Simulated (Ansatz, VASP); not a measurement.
# One calculation of LiCl, two programs

```
Li Cl
1.0
     3.97056    0.00000    0.00000
    -1.98528    3.43861    0.00000
     0.00000    0.00000    6.34654
Li Cl
2 2
Cartesian
  0.0000 2.2924 -0.0198
  1.9853 1.1462 3.1534
  0.0000 2.2924 2.3998
  1.9853 1.1462 5.5731
```

Alike in both runs: task single point; functional r2SCAN; k mesh 6 × 6 × 4; no spin polarisation.

|  | VASP | Ansatz |
| --- | --- | --- |
| version | VASP 6.6.1 | Ansatz 0.2.0 |
| potentials or method | VASP PAW PBE potentials, release 64 (Li_sv, Cl) | plane waves, PAW |
| plane-wave cutoff (eV) | 520 | 500 |
| occupations | gaussian, width 0.01 eV | fixed |
| valence electrons in the cell | 20 | 20 |

Ansatz gave:

```
gap on the k mesh at the Fermi level (eV) : 6.48
rms of the force components (eV/Å)        : 0.001
```

Question: Which values does VASP return?

Answer: gap on the k mesh at the Fermi level (eV): 6.53; rms of the force components (eV/Å): 0.011.

VASP's potentials were made for PBE, not for r2SCAN. Atom by atom the forces differ by 0.010 eV/Å (rms over components).

Noted on VASP's run: the cutoff is short for stress, so the pressure is rough.
